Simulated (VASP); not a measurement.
Write the native input for VASP 6.6.1 that does the following.

* Task: single point
* Functional: PBEsol
* Potentials or basis: VASP PAW PBE potentials, release 64 (C, H, O)
* Cutoff: 520 eV
* k mesh: 2 × 2 × 1
* Occupations: fermi-dirac, width 0.05 eV
* Spin: collinear spin, zero start
* Starting moments: [0.0, 0.0, 0.0, 0.0, 0.0, 0.0, 0.0, 0.0, 0.0, 0.0, 0.0, 0.0, 0.0, 0.0, 0.0, 0.0, 0.0, 0.0, 0.0, 0.0, 0.0] μB
* Dipole correction: no
* Further INCAR settings: LREAL = Auto; ALGO = Normal; EDIFF = 1e-06; NBANDS = 62

The structure of HC19O lies in POSCAR:

```
HC19O
1.0
    7.3980000000      0.0000000000      0.0000000000
   -3.6990000000      6.4068560000      0.0000000000
    0.0000000000      0.0000000000     11.0000000000
C H O
19 1 1
Direct
    0.0025755309      0.0136625515      0.0865017273
    0.2232086302      0.1213969847      0.0884080000
    0.0041785882      0.3488770467      0.0869144545
    0.2242580612      0.4606740030      0.0888517273
    0.0034591186      0.6814016110      0.0837669091
    0.2251939821      0.7917377884      0.0843320000
    0.3359041793      0.0131406106      0.0866787273
    0.5590452516      0.1258298922      0.0884142727
    0.3370374272      0.3478785851      0.1055903636
    0.5632959847      0.4616225181      0.0886078182
    0.3360858020      0.6807593303      0.0866915455
    0.5589524105      0.7923024960      0.0877426364
    0.6701815553      0.0146964439      0.0881040909
    0.8926286344      0.1259355603      0.0879312727
    0.6715958027      0.3490648143      0.0869835455
    0.8931184346      0.4597337602      0.0845848182
    0.6710735895      0.6821358245      0.0865595455
    0.8925981604      0.7922001056      0.0843181818
    0.3524961854      0.3177525763      0.2611930000
    0.4469196049      0.2403479960      0.2753944545
    0.2735042196      0.3735334460      0.3342491818
```

These files were run (other wordings do the same):

INCAR

```
PREC = Accurate
ENCUT = 520
EDIFF = 1E-6
ISMEAR = -1
SIGMA = 0.05
LREAL = Auto
LASPH = True
NELM = 150
ALGO = Normal
ISIF = 2
LWAVE = False
LCHARG = False
ISPIN = 2
MAGMOM = 0 0 0 0 0 0 0 0 0 0 0 0 0 0 0 0 0 0 0 0 0
LORBIT = 11
GGA = PS
NBANDS = 62
```

KPOINTS

```
Automatic mesh
0
Gamma
  2 2 1
```

Potentials or basis: VASP PAW PBE potentials, release 64 (C, H, O).

Launch:

```sh
$ cat potpaw_PBE.64/C/POTCAR potpaw_PBE.64/H/POTCAR potpaw_PBE.64/O/POTCAR > POTCAR
$ mpirun -np 1 vasp_std > vasp.out
```

It gave:

- Largest force: 0.704 eV/Å
- Net moment: 0.00 μB per cell
- Valence electrons inside the program's atomic spheres: C 2.66, 2.63, 2.65, 2.64, 2.61, 2.55 (each value once); H 0.65; O 5.13

Caveat: the k points lie up to 0.49 Å⁻¹ apart; there is no dipole correction, which matters where the two faces differ; no moment was typed at the start, so none could form; the PAW data sets were made with another functional, which shifts forces and pressure a little.

Wall time 5.2 min on 1 thread of Intel(R) Xeon(R) 6975P-C (Granite Rapids), with other jobs on the host, peak memory 0.81 GiB.
